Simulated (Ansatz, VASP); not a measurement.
NiO in VASP and in Ansatz

File INCAR:

```
SYSTEM = NiO
PREC = Accurate ; ENCUT = 520
EDIFF = 1E-6 ; ISMEAR = 0
SIGMA = 0.05 ; LREAL = .FALSE.
LASPH = .TRUE. ; NELM = 150
ALGO = Normal ; ISIF = 2
LWAVE = .FALSE. ; LCHARG = .TRUE.
ISPIN = 2 ; MAGMOM = 2 -2 0 0
LORBIT = 11 ; LMAXMIX = 4
LDAU = .TRUE. ; LDAUTYPE = 2
LDAUL = 2 -1 ; LDAUU = 4 0
LDAUJ = 0 0 ; LDAUPRINT = 1
GGA = PS ; LELF = .TRUE.
LVHAR = .TRUE. ; NBANDS = 28
```

KPOINTS

```
Automatic mesh
0
G
  8 8 8
  0 0 0
```

POSCAR

```
NiO
1.0
    0.0000000000      2.0913095100      2.0913095100
    2.0913095100      0.0000000000      2.0913095100
    4.1826190200      4.1826190200      0.0000000000
Ni O
2 2
Direct
    0.0000000000      0.0000000000      0.0000000000
    0.0000000000      0.0000000000      0.5000000000
    0.5000000000      0.5000000000      0.2500000000
    0.5000000000      0.5000000000      0.7500000000
```

Input for Ansatz:

```yaml
crystal:
  lattice:
    - [0.0, 2.09130951, 2.09130951]
    - [2.09130951, 0.0, 2.09130951]
    - [4.18261902, 4.18261902, 0.0]
  atoms:
    - { symbol: Ni, position: [0.0, 0.0, 0.0], spin: 2.0 }
    - { symbol: O, position: [0.5, 0.5, 0.25] }
    - { symbol: Ni, position: [0.0, 0.0, 0.5], spin: -2.0 }
    - { symbol: O, position: [0.5, 0.5, 0.75] }
basis:
  ecutwfc: 420
  ecutrho_ratio: 4
kpoints:
  mp_grid: { grid: [8, 8, 8] }
hamiltonian:
  xc: pbesol
  hubbard:
    sites: [{ site: 0, l: d, u_eff: 4.0 }, { site: 2, l: d, u_eff: 4.0 }]
scf:
  occupations: { method: gaussian, width: 0.05 }
output:
  forces: true
  stress: true
  eigenvalues: true
  populations: true
  hubbard: { sites: [{ site: 0, l: d }, { site: 2, l: d }] }
  write_density: true
  write_potential: true
  elf: true
  volumetric_format: npy
magnetization:
  spin_polarized: true
```

Alike in both runs: task single point; functional PBEsol; k mesh 8 × 8 × 8; occupations gaussian, width 0.05 eV; collinear spin; Hubbard terms Ni d U = 4.0 eV.

|  | VASP | Ansatz |
| --- | --- | --- |
| version | VASP 6.6.1 | Ansatz 0.2.0 |
| potentials or method | VASP PAW PBE potentials, release 64 (Ni, O), cutoff 520 eV | scalar-relativistic, plane waves, PAW |
| valence electrons in the cell | 32 | 48 |

```tsv
	VASP	Ansatz	Ansatz less VASP
gap on the k mesh at the Fermi level (eV)	2.57	2.50	-0.067
least direct gap on the mesh (eV)	3.00	2.96	-0.042
pressure (GPa)	-9.2	-3.2	+5.97
net moment per atom (μB)	0.00	0.00	0.000
size of the moment on the site where the two differ most (μB)	1.62	1.58	-0.040
```

VASP's potentials were made for PBE, not for PBEsol. Site moments also hang on the region over which each program counts them. The programs project onto different local orbitals, so the same U acts differently, and such runs can settle in different states. VASP's potentials hold 32 valence electrons a cell and Ansatz's 48, so a difference there can come from the potentials and not from the codes.
